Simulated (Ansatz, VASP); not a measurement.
## CaS3 in VASP and in Ansatz

```
CELL_PARAMETERS angstrom
3.70115 0.00000 0.00000
0.00000 5.23362 0.00000
0.00000 0.00000 4.60448
ATOMIC_POSITIONS crystal
Ca 0.50000 0.50000 0.50000
S 0.00000 0.00000 0.28519
S 0.00000 0.00000 0.71481
S 0.00000 0.50000 0.00000
```

Alike in both runs: functional PBE; k mesh 8 × 4 × 4; occupations gaussian, width 0.1 eV; no spin polarisation.

Ansatz relaxed the structure, and its values are those at the end. VASP's run is a single point on that final structure, the one shown.

|  | VASP | Ansatz |
| --- | --- | --- |
| version | VASP 6.6.1 | Ansatz 0.2.0 |
| potentials or method | VASP PAW PBE potentials, release 64 (Ca_sv, S), cutoff 520 eV | scalar-relativistic, plane waves, PAW |
| valence electrons in the cell | 28 | 28 |

```tsv
	VASP	Ansatz	Ansatz less VASP
gap on the k mesh at the Fermi level (eV)	none	none	-
pressure (GPa)	0.0	0.2	+0.18
rms of the force components (eV/Å)	0.065	0.011	-0.0531
```

A gap of «none» marks a metal or a gap that the smearing closes.
